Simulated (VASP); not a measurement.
# BaTiO3 (P4mm) in VASP: further runs

The runs below take BaTiO3 through single point, with PBE.

Everything below comes from runs of VASP 6.6.1. Logs are shortened: lines on timing, memory, paths and dates and some standing lists are left out, and cuts for length are marked.

### Step 1. The cell of the first run

Symmetry: P4mm, No. 99, tetragonal system. Conventional cell: a = 3.833 Å, b = 3.833 Å, c = 3.850 Å, α = 90.00°, β = 90.00°, γ = 90.00°. Ba (site symmetry 4mm) has 12 O at 2.67 to 2.76 Å and 8 Ti at 3.30 to 3.35 Å within 3.5 Å. Within 2.4 Å of Ti (site symmetry 4mm) lie 6 O at 1.81 to 2.04 Å. O (site symmetry 4mm) has 2 Ti at 1.81 to 2.04 Å within 2.4 Å. O (site symmetry 2mm) has 2 Ti at 1.92 Å within 2.5 Å.

### Step 2. Single point, PBE

File INCAR:

```
SYSTEM = BaTiO3
ALGO = Normal
EDIFF = 1E-6
ENCUT = 520
GGA = PE
ISIF = 2
ISMEAR = 0
LASPH = .True.
LCHARG = .False.
LREAL = .False.
LWAVE = .False.
NBANDS = 28
NELM = 100
PREC = Accurate
SIGMA = 0.01
```

File KPOINTS:

```
k-points
0
Gamma
  6 6 6
  0 0 0
```

File POSCAR:

```
BaTiO3
1.0
    3.8329442289      0.0000000000      0.0000000000
    0.0000000000      3.8329442289      0.0000000000
    0.0000000000      0.0000000000      3.8503849971
Ba Ti O
1 1 3
Direct
    0.0000000000      0.0000000000      0.0000000000
    0.5000000000      0.5000000000      0.4900000000
    0.5000000000      0.5000000000      0.0190000000
    0.5000000000      0.0000000000      0.5170000000
    0.0000000000      0.5000000000      0.5170000000
```

Potentials or basis: VASP PAW PBE potentials, release 64 (Ba_sv, Ti_sv, O).

Launch:

```sh
> cat potpaw_PBE.64/Ba_sv/POTCAR potpaw_PBE.64/Ti_sv/POTCAR potpaw_PBE.64/O/POTCAR > POTCAR
> mpirun -np 1 vasp_std > vasp.out
```

OUTCAR:

```text
SYSTEM = BaTiO3
   EDIFF = 1E-6
   ENCUT = 520
   GGA = PE
   ISIF = 2
   ISMEAR = 0
   LASPH = .True.
   LREAL = .False.
   NELM = 100
   PREC = Accurate

 ion  position               nearest neighbor table
   1  0.000  0.000  0.000-   4 2.67   5 2.67   5 2.67   4 2.67   3 2.71   3 2.71   3 2.71   3 2.71
                             4 2.76   5 2.76   5 2.76   4 2.76   2 3.30   2 3.30   2 3.30   2 3.30
   2  0.500  0.500  0.490-   3 1.81   4 1.92   5 1.92   4 1.92   5 1.92   3 2.04   1 3.30   1 3.30
                             1 3.30   1 3.30   1 3.35   1 3.35   1 3.35   1 3.35
   3  0.500  0.500  0.019-   2 1.81   2 2.04   1 2.71   1 2.71   1 2.71   1 2.71
   4  0.500  0.000  0.517-   2 1.92   2 1.92   1 2.67   1 2.67   1 2.76   1 2.76
   5  0.000  0.500  0.517-   2 1.92   2 1.92   1 2.67   1 2.67   1 2.76   1 2.76

  LATTYP: Found a simple tetragonal cell.
 ALAT       =     3.8329442289
 C/A-ratio  =     1.0045502275

  Lattice vectors:

 A1 = (   3.8329442289,   0.0000000000,   0.0000000000)
 A2 = (   0.0000000000,   3.8329442289,   0.0000000000)
 A3 = (   0.0000000000,   0.0000000000,   3.8503849971)

Analysis of symmetry for initial positions (statically):
=====================================================================
 Subroutine PRICEL returns:
 Original cell was already a primitive cell.

 Routine SETGRP: Setting up the symmetry group for a
 simple tetragonal supercell.

 Subroutine GETGRP returns: Found  8 space group operations
 (whereof  8 operations were pure point group operations)
 out of a pool of 16 trial point group operations.

The static configuration has the point symmetry C_4v.

Analysis of symmetry for dynamics (positions and initial velocities):
=====================================================================
 Subroutine PRICEL returns:
 Original cell was already a primitive cell.

 Routine SETGRP: Setting up the symmetry group for a
 simple tetragonal supercell.

 Subroutine GETGRP returns: Found  8 space group operations
 (whereof  8 operations were pure point group operations)
 out of a pool of 16 trial point group operations.

The dynamic configuration has the point symmetry C_4v.

 Subroutine INISYM returns: Found  8 space group operations
 (whereof  8 operations are pure point group operations),
 and found     1 'primitive' translations

----------------------------------------------------------------------------------------

                                     Primitive cell

  volume of cell :      56.5678

  direct lattice vectors                    reciprocal lattice vectors
     3.832944229  0.000000000  0.000000000     0.260896048  0.000000000  0.000000000
     0.000000000  3.832944229  0.000000000     0.000000000  0.260896048  0.000000000
     0.000000000  0.000000000  3.850384997     0.000000000  0.000000000  0.259714289

  length of vectors
     3.832944229  3.832944229  3.850384997     0.260896048  0.260896048  0.259714289

  position of ions in fractional coordinates (direct lattice)
     0.000000000  0.000000000  0.000000000
     0.500000000  0.500000000  0.490000000
     0.500000000  0.500000000  0.019000000
     0.500000000  0.000000000  0.517000000
     0.000000000  0.500000000  0.517000000

  ion indices of the primitive-cell ions
   primitive index   ion index
                 1           1
                 2           2
                 3           3
                 4           4
                 5           5

----------------------------------------------------------------------------------------

 KPOINTS: k-points

Automatic generation of k-mesh.
 Grid dimensions read from file:
 generate k-points for:    6    6    6

 Generating k-lattice:

  Cartesian coordinates                     Fractional coordinates (reciprocal lattice)
     0.043482675  0.000000000  0.000000000     0.166666667  0.000000000  0.000000000
     0.000000000  0.043482675  0.000000000     0.000000000  0.166666667  0.000000000
     0.000000000  0.000000000  0.043285715     0.000000000  0.000000000  0.166666667

  Length of vectors
     0.043482675  0.043482675  0.043285715

  Shift w.r.t. Gamma in fractional coordinates (k-lattice)
     0.000000000  0.000000000  0.000000000

 Subroutine IBZKPT returns following result:
 ===========================================

 Found     40 irreducible k-points:

 Following reciprocal coordinates:
            Coordinates               Weight
  0.000000  0.000000  0.000000      1.000000
  0.166667  0.000000  0.000000      4.000000
  0.333333  0.000000  0.000000      4.000000
  0.500000  0.000000  0.000000      2.000000
  0.166667  0.166667  0.000000      4.000000
  0.333333  0.166667  0.000000      8.000000
[... 16 lines left out ...]
  0.333333  0.000000  0.333333      8.000000
  0.500000  0.000000  0.333333      4.000000
 [... further k-points ...]
   k-points           NKPTS =     40   k-points in BZ     NKDIM =     40   number of bands    NBANDS=     28
   number of dos      NEDOS =    301   number of ions     NIONS =      5
   total plane-waves  NPLWV =  27000
   dimension x,y,z NGX =    30 NGY =   30 NGZ =   30
   dimension x,y,z NGXF=    60 NGYF=   60 NGZF=   60
   ions per type =               1   1   3
   NGX,Y,Z   is equivalent  to a cutoff of  13.01, 13.01, 12.95 a.u.
   NGXF,Y,Z  is equivalent  to a cutoff of  26.02, 26.02, 25.91 a.u.
 SYSTEM =  BaTiO3
   PREC   = accura    normal or accurate (medium, high low for compatibility)
   ISTART =      0    job   : 0-new  1-cont  2-samecut
   ICHARG =      2    charge: 1-file 2-atom 10-const
   ISPIN  =      1    spin polarized calculation?
   LNONCOLLINEAR =      F non collinear calculations
   LSORBIT =      F    spin-orbit coupling
   LASPH  =      T    aspherical Exc in radial PAW
   ENCUT  =  520.0 eV  38.22 Ry    6.18 a.u.   7.13  7.13  7.16*2*pi/ulx,y,z
   NELM   =    100;   NELMIN=  2; NELMDL= -5     # of ELM steps
   EDIFF  = 0.1E-05   stopping-criterion for ELM
   LREAL  =      F    real-space projection
   EDIFFG = 0.1E-04   stopping-criterion for IOM
   NSW    =      0    number of steps for IOM
   IBRION =     -1    ionic relax: 0-MD 1-quasi-New 2-CG
   NFREE  =      0    steps in history (QN), initial steepest desc. (CG)
   ISIF   =      2    stress and relaxation
   ISYM   =      2    0-nonsym 1-usesym 2-fastsym
   POTIM  = 0.5000    time-step for ionic-motion
   TEBEG  =    0.0;   TEEND  =   0.0 temperature during run
   PSTRESS=    0.0 pullay stress
   NELECT =      40.0000    total number of electrons
   NUPDOWN=      -1.0000    fix difference up-down
   EMIN   =  10.00;   EMAX   =-10.00  energy-range for DOS
   EFERMI =   0.00;   METHOD = LEGACY
   ISMEAR =     0;   SIGMA  =   0.01  broadening in eV -4-tet -1-fermi 0-gaus
   EFERMI_NEDOS =   21; number of points for ismear=-14 and -15
   IALGO  =     38    algorithm
   IMIX   =      4    mixing-type and parameters
     AMIX     =   0.40;   BMIX     =  1.00
     AMIX_MAG =   1.60;   BMIX_MAG =  1.00
  volume/ion in A,a.u.               =      11.31        76.35
  Fermi-wavevector in a.u.,A,eV,Ry     =   1.458496  2.756157 28.942439  2.127209
  Thomas-Fermi vector in A             =   2.575173
   LORBIT       =      0    0 simple, 1 ext, 2 COOP (PROOUT), +10 PAW based schemes
   GGA     = PE    functional components
   LHFCALC =     F    Hartree Fock is set to
   AEXX    =    0.0000 exact exchange contribution
   IVDW    =     0    specifies the selected vdW correction
   LEPSILON=     F    determine dielectric tensor
   LRPA    =     F    only Hartree local field effects (RPA)
 non-spin polarized calculation
 Gauss-broadening in eV      SIGMA  =   0.01
  energy-cutoff  :      520.00
  volume of cell :       56.57
 maximum number of plane-waves:      1568
 NGX is ok and might be reduce to    30
   NGX = 15   NGY = 15   NGZ = 15

 number of electron      40.0000024 magnetization

 Free energy of the ion-electron system (eV)
  ---------------------------------------------------
  ext. energy  EPLUGINS =         0.00000000
  ---------------------------------------------------
  free energy    TOTEN  =       -39.12103765 eV

  energy without entropy =      -39.12103765  energy(sigma->0) =      -39.12103765

 E-fermi :   4.9593     XC(G=0): -11.9297

 val. band max:        4.8912452391   @ k =   0.5000   0.5000   0.5000
 cond. band min:       6.9094895008   @ k =   0.0000   0.0000   0.0000
 fundamental gap:      2.0182442617
 Fermi energy:         4.9593095346

 k-point     1 :       0.0000    0.0000    0.0000
  band No.  band energies     occupation
      1     -51.1501      2.00000
      2     -27.4910      2.00000
      3     -27.4435      2.00000
      4     -27.4435      2.00000
      5     -19.7466      2.00000
      6     -12.2781      2.00000
[... 20 lines left out ...]
     27      10.1755      0.00000
     28      13.7064      0.00000

 k-point     2 :       0.1667    0.0000    0.0000
  band No.  band energies     occupation
      1     -51.1495      2.00000
      2     -27.4900      2.00000
      3     -27.4690      2.00000
      4     -27.4425      2.00000
      5     -19.6889      2.00000
      6     -12.3678      2.00000
[... 20 lines left out ...]
     27      10.7701      0.00000
     28      13.9832      0.00000

 k-point     3 :       0.3333    0.0000    0.0000
  band No.  band energies     occupation
      1     -51.1485      2.00000
      2     -27.5195      2.00000
      3     -27.4878      2.00000
      4     -27.4404      2.00000
      5     -19.5689      2.00000
      6     -12.6640      2.00000
[... 20 lines left out ...]
     27      12.1875      0.00000
     28      13.7283      0.00000

 k-point     4 :       0.5000    0.0000    0.0000
  band No.  band energies     occupation
      1     -51.1479      2.00000
      2     -27.5444      2.00000
      3     -27.4867      2.00000
      4     -27.4394      2.00000
      5     -19.5062      2.00000
      6     -12.8274      2.00000
[... 578 lines left out ...]
     27      12.7584      0.00000
     28      14.1945      0.00000

 k-point    23 :       0.3333    0.0000    0.3333
  band No.  band energies     occupation
      1     -51.1469      2.00000
      2     -27.5584      2.00000
      3     -27.5141      2.00000
      4     -27.4376      2.00000
      5     -19.4536      2.00000
      6     -12.3156      2.00000
[... 20 lines left out ...]
     27      14.1077      0.00000
     28      14.3481      0.00000

 k-point    24 :       0.5000    0.0000    0.3333
  band No.  band energies     occupation
      1     -51.1464      2.00000
      2     -27.5565      2.00000
      3     -27.5383      2.00000
      4     -27.4366      2.00000
      5     -19.4118      2.00000
      6     -12.2840      2.00000
[... 20 lines left out ...]
     27      13.8950      0.00000
     28      15.2026      0.00000

 [... further k-points ...]

------------------------ aborting loop because EDIFF is reached ----------------------------------------

  FORCE on cell =-STRESS in cart. coord.  units (eV):
  Direction    XX          YY          ZZ          XY          YZ          ZX
  --------------------------------------------------------------------------------------
  -------------------------------------------------------------------------------------
  Total       11.9823993     11.9823993     12.5259106      0.0000000     -0.0000000      0.0000000
  in kB      339.3791929    339.3791929    354.7731415      0.0000000     -0.0000000      0.0000000
  external PRESSURE =     344.5105091 kB  Pullay stress =       0.0000000 kB

 VOLUME and BASIS-vectors are now :
 -----------------------------------------------------------------------------
  energy-cutoff  :      520.00
  volume of cell :       56.57
      direct lattice vectors                 reciprocal lattice vectors
     3.832944229  0.000000000  0.000000000     0.260896048  0.000000000  0.000000000
     0.000000000  3.832944229  0.000000000     0.000000000  0.260896048  0.000000000
     0.000000000  0.000000000  3.850384997     0.000000000  0.000000000  0.259714289

 POSITION                                       TOTAL-FORCE (eV/Angst)
 -----------------------------------------------------------------------------------
      0.00000      0.00000      0.00000         0.000000      0.000000      0.225761
      1.91647      1.91647      1.88669         0.000000     -0.000000      0.554363
      1.91647      1.91647      0.07316         0.000000     -0.000000     -0.644696
      1.91647      0.00000      1.99065         0.000000      0.000000     -0.067714
      0.00000      1.91647      1.99065        -0.000000      0.000000     -0.067714
 -----------------------------------------------------------------------------------
    total drift:                                0.000000      0.000000     -0.000362

  FREE ENERGIE OF THE ION-ELECTRON SYSTEM (eV)
  ---------------------------------------------------
  free  energy   TOTEN  =       -39.1210376535 eV

  energy  without entropy=      -39.1210376535  energy(sigma->0) =      -39.12103765
```

Run time: 30 s. Hardware: 1 thread of Intel Xeon 6975P-C (Granite Rapids), shared host; peak memory 0.21 GiB.

What came out:

```
Free energy            : -39.1210 eV
Pressure               : 34.5 GPa
Largest force          : 0.645 eV/Å
Band gap on the k mesh : 2.02 eV, indirect (least direct gap 2.18 eV)
```

Forces in eV/Å, atoms in the order of the input:
```
Ba   0.000  0.000  0.226
Ti   0.000  0.000  0.554
O    0.000  0.000 -0.645
O    0.000  0.000 -0.068
O    0.000  0.000 -0.068
```

Levels at points of the mesh, in eV from the valence-band top:
```tsv
k point	band 17	band 18	band 19	band 20	band 21	band 22	band 23	band 24
(0.00, 0.00, 0.00)	-1.36	-0.17	-0.17	-0.16	2.02	2.28	2.28	4.86
(0.50, 0.00, 0.00)	-1.97	-1.85	-0.94	-0.81	2.47	4.16	4.20	4.98
(0.50, 0.50, 0.00)	-1.65	-0.86	-0.86	-0.11	4.22	4.22	4.66	5.80
(0.00, 0.00, 0.50)	-2.09	-2.08	-0.67	-0.67	2.24	4.24	4.24	4.92
(0.50, 0.00, 0.50)	-1.63	-0.79	-0.78	-0.19	4.20	4.26	4.64	5.95
(0.50, 0.50, 0.50)	-2.30	-0.09	-0.09	0.00	5.00	5.00	5.01	7.19
```

Caveat: spin-orbit coupling is left out, which moves the levels of the heavy elements.

### Step 3. Single point, PBE

This run uses another cell than the first one, of 11.83 Å³/atom, 1.045 times its volume.

File INCAR:

```
SYSTEM = BaTiO3
PREC = Accurate
ENCUT = 520
EDIFF = 1E-7
ISMEAR = 0
SIGMA = 0.01
LREAL = .False.
LASPH = .True.
NELM = 80
ALGO = Normal
ISIF = 2
LWAVE = .False.
LCHARG = .False.
GGA = PE
NBANDS = 28
```

File KPOINTS:

```
Automatic mesh
0
Gamma
  6 6 6
  0 0 0
```

Changes to POSCAR since step 2:

```diff
@@ -2,5 +2,5 @@
 1.0
-    3.8329442289      0.0000000000      0.0000000000
-    0.0000000000      3.8329442289      0.0000000000
-    0.0000000000      0.0000000000      3.8503849971
+    3.8901607871      0.0000000000      0.0000000000
+    0.0000000000      3.8901607871      0.0000000000
+    0.0000000000      0.0000000000      3.9078619037
 Ba Ti O
```

Potentials or basis: VASP PAW PBE potentials, release 64 (Ba_sv, Ti_sv, O).

Launch:

```sh
> cat potpaw_PBE.64/Ba_sv/POTCAR potpaw_PBE.64/Ti_sv/POTCAR potpaw_PBE.64/O/POTCAR > POTCAR
> mpirun -np 1 vasp_std > vasp.out
```

Wall time 34 s (1 thread of Intel Xeon 6975P-C (Granite Rapids), shared host); peak memory 0.21 GiB.

The run converged. Its results:

* Free energy: -39.5745 eV
* Pressure: 22.1 GPa
* Largest force: 0.306 eV/Å
* Band gap on the k mesh: 1.93 eV, indirect (least direct gap 2.16 eV)

Forces on the atoms (eV/Å):
```
Ba   0.000  0.000  0.167
Ti   0.000  0.000  0.306
O    0.000  0.000 -0.296
O    0.000  0.000 -0.089
O    0.000  0.000 -0.089
```

Stress tensor (GPa, compression positive):
```
21.67  0.00  0.00
 0.00 21.67  0.00
 0.00  0.00 22.98
```

Levels at points of the mesh, in eV from the valence-band top:
| k point | band 16 | band 17 | band 18 | band 19 | band 20 | band 21 | band 22 | band 23 | band 24 | band 25 |
| --- | --- | --- | --- | --- | --- | --- | --- | --- | --- | --- |
| (0.00, 0.00, 0.00) | -1.37 | -1.28 | -0.22 | -0.22 | -0.22 | 1.93 | 2.18 | 2.18 | 4.56 | 4.64 |
| (0.50, 0.00, 0.00) | -2.14 | -1.93 | -1.82 | -0.95 | -0.83 | 2.35 | 3.92 | 3.96 | 4.63 | 6.68 |
| (0.50, 0.50, 0.00) | -3.03 | -1.71 | -0.91 | -0.91 | -0.10 | 3.97 | 3.97 | 4.40 | 5.39 | 8.26 |
| (0.00, 0.00, 0.50) | -2.04 | -2.04 | -2.04 | -0.69 | -0.69 | 2.13 | 3.99 | 3.99 | 4.57 | 6.84 |
| (0.50, 0.00, 0.50) | -2.99 | -1.67 | -0.84 | -0.83 | -0.18 | 3.95 | 4.00 | 4.38 | 5.53 | 8.25 |
| (0.50, 0.50, 0.50) | -2.39 | -2.36 | -0.09 | -0.09 | 0.00 | 4.70 | 4.70 | 4.70 | 6.96 | 7.09 |

Caveat: spin-orbit coupling is left out, which moves the levels of the heavy elements. A k mesh can miss the band edges.

### Step 4. Single point, PBE

This run uses another cell than the first one, of 12.34 Å³/atom, 1.091 times its volume.

File INCAR:

```
SYSTEM = BaTiO3
PREC     = Accurate       ! precision mode
ENCUT    = 520            ! plane-wave cutoff, eV
EDIFF    = 1E-6           ! SCF threshold, eV
ISMEAR   = 0              ! smearing method
SIGMA    = 0.01           ! smearing width, eV
LREAL    = .False.        ! projectors in reciprocal space
LASPH    = .True.         ! aspherical terms in the spheres
NELM     = 100            ! most SCF steps
ALGO     = Normal         ! electronic algorithm
ISIF     = 2              ! what is computed and relaxed
LWAVE    = .False.        ! write WAVECAR
LCHARG   = .False.        ! write CHGCAR
GGA      = PE             ! functional
NBANDS   = 28             ! bands
```

File KPOINTS:

```
regular mesh
0
Gamma
  6 6 6
  0 0 0
```

Changes to POSCAR since step 3:

```diff
@@ -2,5 +2,5 @@
 1.0
-    3.8901607871      0.0000000000      0.0000000000
-    0.0000000000      3.8901607871      0.0000000000
-    0.0000000000      0.0000000000      3.9078619037
+    3.9457420220      0.0000000000      0.0000000000
+    0.0000000000      3.9457420220      0.0000000000
+    0.0000000000      0.0000000000      3.9636960459
 Ba Ti O
```

Launch:

```sh
> cat potpaw_PBE.64/Ba_sv/POTCAR potpaw_PBE.64/Ti_sv/POTCAR potpaw_PBE.64/O/POTCAR > POTCAR
> mpirun -np 1 vasp_std > vasp.out
```

Wall time 32 s (1 thread of Intel Xeon 6975P-C (Granite Rapids), shared host); peak memory 0.21 GiB.

It converged, with:

| Property | Result |
| --- | --- |
| Free energy | -39.8498 eV |
| Pressure | 12.2 GPa |
| Largest force | 0.118 eV/Å |
| Band gap on the k mesh | 1.85 eV, indirect (least direct gap 2.11 eV) |

Forces on the atoms (eV/Å):
```
Ba   0.000  0.000  0.118
Ti   0.000  0.000  0.082
O    0.000  0.000  0.009
O    0.000  0.000 -0.105
O    0.000  0.000 -0.105
```

Stress tensor (GPa, compression positive):
```
11.83  0.00  0.00
 0.00 11.83  0.00
 0.00  0.00 12.94
```

Levels at points of the mesh, in eV from the valence-band top:
```
           k point  band 18  band 19  band 20  band 21  band 22  band 23
(0.00, 0.00, 0.00)    -0.27    -0.26    -0.26     1.85     2.08     2.08
(0.50, 0.00, 0.00)    -1.78    -0.95    -0.84     2.23     3.69     3.73
(0.50, 0.50, 0.00)    -0.95    -0.95    -0.09     3.74     3.74     4.15
(0.00, 0.00, 0.50)    -1.99    -0.70    -0.70     2.03     3.76     3.76
(0.50, 0.00, 0.50)    -0.88    -0.87    -0.18     3.72     3.77     4.14
(0.50, 0.50, 0.50)    -0.09    -0.09     0.00     4.41     4.41     4.42
```

Caveat: spin-orbit coupling is left out, which moves the levels of the heavy elements. A k mesh can miss the band edges.

(Continued in part 2 of 2.)
